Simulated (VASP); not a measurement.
Here is a VASP 6.6.1 calculation.

File INCAR:

```
PREC = Accurate ; ENCUT = 520
EDIFF = 1E-6 ; ISMEAR = -1
SIGMA = 0.03 ; LREAL = F
LASPH = T ; NELM = 80
ALGO = Normal ; ISIF = 2
LWAVE = F ; LCHARG = F
NBANDS = 20
```

KPOINTS

```
Automatic mesh
0
Gamma
  13 13 13
```

File POSCAR:

```
TaRu
1.0
    3.2081065754      0.0000000000      0.0000000000
    0.0000000000      3.2081065754      0.0000000000
    0.0000000000      0.0000000000      3.2081065754
Ta Ru
1 1
Direct
    0.5000000000      0.5000000000      0.5000000000
    0.0000000000      0.0000000000      0.0000000000
```

Potentials or basis: VASP PAW LDA potentials, release 64 (Ta_pv, Ru_pv).

Command:

```console
$ cat potpaw_LDA.64/Ta_pv/POTCAR potpaw_LDA.64/Ru_pv/POTCAR > POTCAR
$ mpirun -np 1 vasp_std > vasp.out
```

Question: Predict the pressure.

Answer: -19.6 GPa.
